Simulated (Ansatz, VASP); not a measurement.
One calculation of CrCo2, two programs

```
CELL_PARAMETERS angstrom
3.47693 0.00000 0.00000
0.00000 3.47693 0.00000
0.00000 0.00000 5.59523
ATOMIC_POSITIONS crystal
Cr 0.00000 0.50000 0.67719
Cr 0.50000 0.00000 0.32281
Co 0.00000 0.00000 0.00000
Co 0.50000 0.50000 0.00000
Co 0.00000 0.50000 0.29746
Co 0.50000 0.00000 0.70254
```

Alike in both runs: functional PBE; k mesh 6 × 6 × 4; occupations gaussian, width 0.1 eV; no spin polarisation.

Ansatz relaxed the structure, and its values are those at the end. VASP's run is a single point on that final structure, the one shown.

```csv
,VASP,Ansatz
version,VASP 6.6.1,Ansatz 0.2.0
potentials or method,"VASP PAW PBE potentials, release 64 (Cr_sv, Co_sv), cutoff 700 eV","scalar-relativistic, plane waves, PAW"
valence electrons in the cell,96,96
```

```csv
,VASP,Ansatz,Ansatz less VASP
gap on the k mesh at the Fermi level (eV),none,none,-
pressure (GPa),-1.0,0.0,+1.00
rms of the force components (eV/Å),0.012,0.003,-0.0091
```

A gap of «none» marks a metal or a gap that the smearing closes.
